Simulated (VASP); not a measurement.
# C (P-1) in VASP: single point with r2SCAN

Aim: the single point of C with r2SCAN.

Program: VASP 6.6.1. These are calculated values, not measurements. Logs are shortened: lines on timing, memory, paths and dates and some standing lists are left out, and cuts for length are marked.

### Step 1. The cell of the first run

The typed cell holds 2 atoms: a = 2.518 Å, b = 2.518 Å, c = 2.518 Å, α = 60.00°, β = 60.00°, γ = 60.00°.

### Step 2. Single point, r2SCAN (atom 1 (C) moved by (-0.300, -0.150) A along x and y)

File POSCAR:

```
C
1.0
    0.0000000000      1.7801417069      1.7801417069
    1.7801417069      0.0000000000      1.7801417069
    1.7801417069      1.7801417069      0.0000000000
C
2
Direct
    0.5421314773      0.4578685227      0.3736055680
    0.7500000000      0.7500000000      0.7500000000
```

File INCAR.step1:

```
ALGO = Normal
EDIFF = 1E-4
ENCUT = 520
GGA = PE
ISMEAR = 0
LASPH = T
LCHARG = F
LREAL = F
LWAVE = T
NBANDS = 11
NELM = 60
PREC = Accurate
SIGMA = 0.05
```

File INCAR.step2:

```
ALGO = Normal
EDIFF = 1E-7
ENCUT = 520
ISIF = 2
ISMEAR = 0
ISTART = 1
LASPH = T
LCHARG = T
LELF = T
LMIXTAU = T
LREAL = F
LVHAR = T
LWAVE = F
METAGGA = R2SCAN
NBANDS = 11
NELM = 60
PREC = Accurate
SIGMA = 0.05
```

File KPOINTS:

```
k-points
0
Gamma
  12 12 12
```

Potentials or basis: VASP PAW PBE potentials, release 64 (C).

Started as:

```console
> cat potpaw_PBE.64/C/POTCAR > POTCAR
> cp INCAR.step1 INCAR
> mpirun -np 1 vasp_std > vasp.out
> cp INCAR.step2 INCAR
> mpirun -np 1 vasp_std > vasp.out
```

OUTCAR:

```text
EDIFF = 1E-7
   ENCUT = 520
   ISIF = 2
   ISMEAR = 0
   ISTART = 1
   LASPH = T
   LREAL = F
   METAGGA = R2SCAN
   NELM = 60
   PREC = Accurate

 ion  position               nearest neighbor table
   1  0.542  0.458  0.374-   2 1.30   2 1.49   2 1.66   2 1.81
   2  0.750  0.750  0.750-   1 1.30   1 1.49   1 1.66   1 1.81

  LATTYP: Found a face centered cubic cell.
 ALAT       =     3.5602834138

  Lattice vectors:

 A1 = (   0.0000000000,   1.7801417069,   1.7801417069)
 A2 = (   1.7801417069,   0.0000000000,   1.7801417069)
 A3 = (   1.7801417069,   1.7801417069,   0.0000000000)

Analysis of symmetry for initial positions (statically):
=====================================================================
 Subroutine PRICEL returns:
 Original cell was already a primitive cell.

 Routine SETGRP: Setting up the symmetry group for a
 face centered cubic supercell.

 Subroutine GETGRP returns: Found  2 space group operations
 (whereof  1 operations were pure point group operations)
 out of a pool of 48 trial point group operations.

The static configuration has the point symmetry C_1 .
 The point group associated with its full space group is S_2 .

Analysis of symmetry for dynamics (positions and initial velocities):
=====================================================================
 Subroutine PRICEL returns:
 Original cell was already a primitive cell.

 Routine SETGRP: Setting up the symmetry group for a
 face centered cubic supercell.

 Subroutine GETGRP returns: Found  2 space group operations
 (whereof  1 operations were pure point group operations)
 out of a pool of 48 trial point group operations.

The dynamic configuration has the point symmetry C_1 .
 The point group associated with its full space group is S_2 .

 Subroutine INISYM returns: Found  2 space group operations
 (whereof  1 operations are pure point group operations),
 and found     1 'primitive' translations

----------------------------------------------------------------------------------------

                                     Primitive cell

  volume of cell :      11.2822

  direct lattice vectors                    reciprocal lattice vectors
     0.000000000  1.780141707  1.780141707    -0.280876516  0.280876516  0.280876516
     1.780141707  0.000000000  1.780141707     0.280876516 -0.280876516  0.280876516
     1.780141707  1.780141707  0.000000000     0.280876516  0.280876516 -0.280876516

  length of vectors
     2.517500545  2.517500545  2.517500545     0.486492396  0.486492396  0.486492396

  position of ions in fractional coordinates (direct lattice)
     0.542131477  0.457868523  0.373605568
     0.750000000  0.750000000  0.750000000

  ion indices of the primitive-cell ions
   primitive index   ion index
                 1           1
                 2           2

----------------------------------------------------------------------------------------

 KPOINTS: k-points

Automatic generation of k-mesh.
 Grid dimensions read from file:
 generate k-points for:   12   12   12

 Generating k-lattice:

  Cartesian coordinates                     Fractional coordinates (reciprocal lattice)
    -0.023406376  0.023406376  0.023406376     0.083333333  0.000000000  0.000000000
     0.023406376 -0.023406376  0.023406376     0.000000000  0.083333333  0.000000000
     0.023406376  0.023406376 -0.023406376     0.000000000  0.000000000  0.083333333

  Length of vectors
     0.040541033  0.040541033  0.040541033

  Shift w.r.t. Gamma in fractional coordinates (k-lattice)
     0.000000000  0.000000000  0.000000000

 Subroutine IBZKPT returns following result:
 ===========================================

 Found    868 irreducible k-points:

 Following reciprocal coordinates:
            Coordinates               Weight
  0.000000  0.000000  0.000000      1.000000
  0.083333  0.000000  0.000000      2.000000
  0.000000  0.083333  0.000000      2.000000
  0.000000  0.000000  0.083333      2.000000
  0.083333  0.083333  0.083333      2.000000
  0.166667  0.000000  0.000000      2.000000
[... 16 lines left out ...]
  0.000000  0.500000  0.000000      1.000000
  0.000000  0.000000  0.500000      1.000000
 [... further k-points ...]
   k-points           NKPTS =    868   k-points in BZ     NKDIM =    868   number of bands    NBANDS=     11
   number of dos      NEDOS =    301   number of ions     NIONS =      2
   total plane-waves  NPLWV =   8000
   dimension x,y,z NGX =    20 NGY =   20 NGZ =   20
   dimension x,y,z NGXF=    40 NGYF=   40 NGZF=   40
   ions per type =               2
   NGX,Y,Z   is equivalent  to a cutoff of  13.21, 13.21, 13.21 a.u.
   NGXF,Y,Z  is equivalent  to a cutoff of  26.41, 26.41, 26.41 a.u.
 SYSTEM =  unknown system
   PREC   = accura    normal or accurate (medium, high low for compatibility)
   ISTART =      1    job   : 0-new  1-cont  2-samecut
   ICHARG =      0    charge: 1-file 2-atom 10-const
   ISPIN  =      1    spin polarized calculation?
   LNONCOLLINEAR =      F non collinear calculations
   LSORBIT =      F    spin-orbit coupling
   LASPH  =      T    aspherical Exc in radial PAW
   ENCUT  =  520.0 eV  38.22 Ry    6.18 a.u.   4.68  4.68  4.68*2*pi/ulx,y,z
   NELM   =     60;   NELMIN=  2; NELMDL=  0     # of ELM steps
   EDIFF  = 0.1E-06   stopping-criterion for ELM
   LREAL  =      F    real-space projection
   EDIFFG = 0.1E-05   stopping-criterion for IOM
   NSW    =      0    number of steps for IOM
   IBRION =     -1    ionic relax: 0-MD 1-quasi-New 2-CG
   NFREE  =      0    steps in history (QN), initial steepest desc. (CG)
   ISIF   =      2    stress and relaxation
   ISYM   =      2    0-nonsym 1-usesym 2-fastsym
   POTIM  = 0.5000    time-step for ionic-motion
   TEBEG  =    0.0;   TEEND  =   0.0 temperature during run
   PSTRESS=    0.0 pullay stress
   NELECT =       8.0000    total number of electrons
   NUPDOWN=      -1.0000    fix difference up-down
   EMIN   =  10.00;   EMAX   =-10.00  energy-range for DOS
   EFERMI =   0.00;   METHOD = LEGACY
   ISMEAR =     0;   SIGMA  =   0.05  broadening in eV -4-tet -1-fermi 0-gaus
   EFERMI_NEDOS =   21; number of points for ismear=-14 and -15
   IALGO  =     38    algorithm
   IMIX   =      4    mixing-type and parameters
     AMIX     =   0.40;   BMIX     =  1.00
     AMIX_MAG =   1.60;   BMIX_MAG =  1.00
  volume/ion in A,a.u.               =       5.64        38.07
  Fermi-wavevector in a.u.,A,eV,Ry     =   1.459846  2.758708 28.996044  2.131149
  Thomas-Fermi vector in A             =   2.576365
   LORBIT       =      0    0 simple, 1 ext, 2 COOP (PROOUT), +10 PAW based schemes
   METAGGA = R2SCAN    functional components
   LHFCALC =     F    Hartree Fock is set to
   AEXX    =    0.0000 exact exchange contribution
   IVDW    =     0    specifies the selected vdW correction
   LEPSILON=     F    determine dielectric tensor
   LRPA    =     F    only Hartree local field effects (RPA)
 non-spin polarized calculation
 Gauss-broadening in eV      SIGMA  =   0.05
  energy-cutoff  :      520.00
  volume of cell :       11.28
 maximum number of plane-waves:       313
   NGX =  9   NGY =  9   NGZ =  9

 number of electron       7.9999999 magnetization

 Free energy of the ion-electron system (eV)
  ---------------------------------------------------
  ext. energy  EPLUGINS =         0.00000000
  ---------------------------------------------------
  free energy    TOTEN  =       -17.67514846 eV

  energy without entropy =      -17.67499892  energy(sigma->0) =      -17.67507369

 E-fermi :  11.9942     XC(G=0): -14.2987

 val. band max:       11.9638091052   @ k =   0.0000  -0.0833   0.0833
 cond. band min:      11.9942223288   @ k =   0.0833   0.0000   0.0000
 fundamental gap:      0.0304132236
 Fermi energy:        11.9942164447

 k-point     1 :       0.0000    0.0000    0.0000
  band No.  band energies     occupation
      1     -13.1877      2.00000
      2       4.7477      2.00000
      3      10.9300      2.00000
      4      11.5137      2.00000
      5      13.9991      0.00000
      6      15.3053      0.00000
      7      20.4764      0.00000
      8      23.5329      0.00000
      9      29.2940      0.00000
     10      35.2233      0.00000
     11      37.0489      0.00000

 k-point     2 :       0.0833    0.0000    0.0000
  band No.  band energies     occupation
      1     -12.9897      2.00000
      2       4.5630      2.00000
      3       9.1895      2.00000
      4      11.9942      0.99987
      5      13.5712      0.00000
      6      16.2526      0.00000
      7      21.0235      0.00000
      8      23.6371      0.00000
      9      29.5377      0.00000
     10      35.0153      0.00000
     11      35.5510      0.00000

 k-point     3 :       0.0000    0.0833    0.0000
  band No.  band energies     occupation
      1     -12.9909      2.00000
      2       4.3340      2.00000
      3       9.9613      2.00000
      4      11.4593      2.00000
      5      14.1326      0.00000
      6      15.4108      0.00000
      7      21.4374      0.00000
      8      23.6750      0.00000
      9      29.4149      0.00000
     10      34.0496      0.00000
     11      35.9495      0.00000

 k-point     4 :       0.0000    0.0000    0.0833
  band No.  band energies     occupation
      1     -12.9922      2.00000
      2       4.1938      2.00000
      3      10.0513      2.00000
      4      11.1678      2.00000
      5      14.9364      0.00000
      6      15.5807      0.00000
      7      20.6471      0.00000
      8      23.8302      0.00000
      9      29.5046      0.00000
     10      33.7321      0.00000
     11      35.2282      0.00000
[... 239 lines left out ...]
 k-point    22 :       0.5000    0.0000    0.0000
  band No.  band energies     occupation
      1      -7.7310      2.00000
      2      -3.7406      2.00000
      3       3.3883      2.00000
      4      10.8712      2.00000
      5      12.5778      0.00000
      6      18.3776      0.00000
      7      24.5531      0.00000
      8      25.1670      0.00000
      9      32.5270      0.00000
     10      33.7863      0.00000
     11      36.2247      0.00000

 k-point    23 :       0.0000    0.5000    0.0000
  band No.  band energies     occupation
      1      -7.3978      2.00000
      2      -4.8870      2.00000
      3       4.9197      2.00000
      4      10.2866      2.00000
      5      13.4443      0.00000
      6      16.9042      0.00000
      7      25.6428      0.00000
      8      26.5315      0.00000
      9      31.6407      0.00000
     10      34.0424      0.00000
     11      35.1520      0.00000

 k-point    24 :       0.0000    0.0000    0.5000
  band No.  band energies     occupation
      1      -6.5947      2.00000
      2      -6.2801      2.00000
      3       5.7773      2.00000
      4       8.6213      2.00000
      5      15.9922      0.00000
      6      19.0251      0.00000
      7      23.8375      0.00000
      8      27.9967      0.00000
      9      28.6075      0.00000
     10      32.1924      0.00000
     11      38.2168      0.00000

 [... further k-points ...]
[... 5 lines left out ...]
  --------------------------------------------------------------------------------------
  -------------------------------------------------------------------------------------
  Total        2.4285715      3.0031622      3.1952984      2.4798951     -0.5877544     -0.2231191
  in kB      344.8797974    426.4770407    453.7621604    352.1682339    -83.4666095    -31.6849953
  external PRESSURE =     408.3729995 kB  Pullay stress =       0.0000000 kB

 VOLUME and BASIS-vectors are now :
 -----------------------------------------------------------------------------
  energy-cutoff  :      520.00
  volume of cell :       11.28
      direct lattice vectors                 reciprocal lattice vectors
     0.000000000  1.780141707  1.780141707    -0.280876516  0.280876516  0.280876516
     1.780141707  0.000000000  1.780141707     0.280876516 -0.280876516  0.280876516
     1.780141707  1.780141707  0.000000000     0.280876516  0.280876516 -0.280876516

 POSITION                                       TOTAL-FORCE (eV/Angst)
 -----------------------------------------------------------------------------------
      1.48014      1.63014      1.78014         9.040985      5.340047     -5.586238
      2.67021      2.67021      2.67021        -9.040985     -5.340047      5.586238
 -----------------------------------------------------------------------------------
    total drift:                               -0.000007      0.000005     -0.000002

  FREE ENERGIE OF THE ION-ELECTRON SYSTEM (eV)
  ---------------------------------------------------
  free  energy   TOTEN  =       -17.6751484623 eV

  energy  without entropy=      -17.6749989230  energy(sigma->0) =      -17.67507369
```

Wall time 2.5 min (1 thread of Intel Xeon 6975P-C (Granite Rapids), shared host); peak memory 0.19 GiB.

What came out:

```yaml
Free_energy: -17.6751 eV
Pressure: 40.8 GPa
Largest_force: 11.894 eV/Å
Band_gap_on_the_k_mesh: zero (band 4 reaches 12.60 eV, above the bottom of band 5 at 11.64 eV)
```

Forces on the atoms (eV/Å):
```
C    9.041  5.340 -5.586
C   -9.041 -5.340  5.586
```

Stress tensor (GPa, compression positive):
```
34.49 35.22 -3.17
35.22 42.65 -8.35
-3.17 -8.35 45.38
```

Levels at points of the mesh, in eV from the Fermi level:
| k point | band 1 | band 2 | band 3 | band 4 | band 5 | band 6 | band 7 | band 8 | band 9 |
| --- | --- | --- | --- | --- | --- | --- | --- | --- | --- |
| (0.00, 0.00, 0.00) | -25.18 | -7.25 | -1.06 | -0.48 | 2.00 | 3.31 | 8.48 | 11.54 | 17.30 |
| (0.50, 0.00, 0.00) | -19.73 | -15.73 | -8.61 | -1.12 | 0.58 | 6.38 | 12.56 | 13.17 | 20.53 |
| (0.00, 0.50, 0.00) | -19.39 | -16.88 | -7.07 | -1.71 | 1.45 | 4.91 | 13.65 | 14.54 | 19.65 |
| (0.00, 0.00, 0.50) | -18.59 | -18.27 | -6.22 | -3.37 | 4.00 | 7.03 | 11.84 | 16.00 | 16.61 |
| (0.50, 0.50, 0.50) | -19.91 | -15.05 | -8.41 | -2.86 | 1.79 | 6.28 | 10.22 | 12.10 | 20.62 |
| (0.50, 0.50, 0.00) | -17.28 | -15.82 | -8.80 | -7.40 | -0.35 | 2.47 | 16.32 | 19.43 | 19.94 |
| (0.00, 0.50, 0.50) | -17.32 | -14.80 | -10.65 | -8.00 | 1.07 | 3.87 | 14.43 | 17.37 | 20.17 |
| (0.50, 0.00, 0.50) | -17.24 | -15.69 | -8.84 | -7.92 | 0.61 | 1.95 | 16.83 | 18.91 | 19.22 |

Caveat: the cell differs from its parent crystal (atom 1 (C) moved by (-0.300, -0.150) A along x and y); the PAW data sets were made with another functional, which shifts forces and pressure a little.
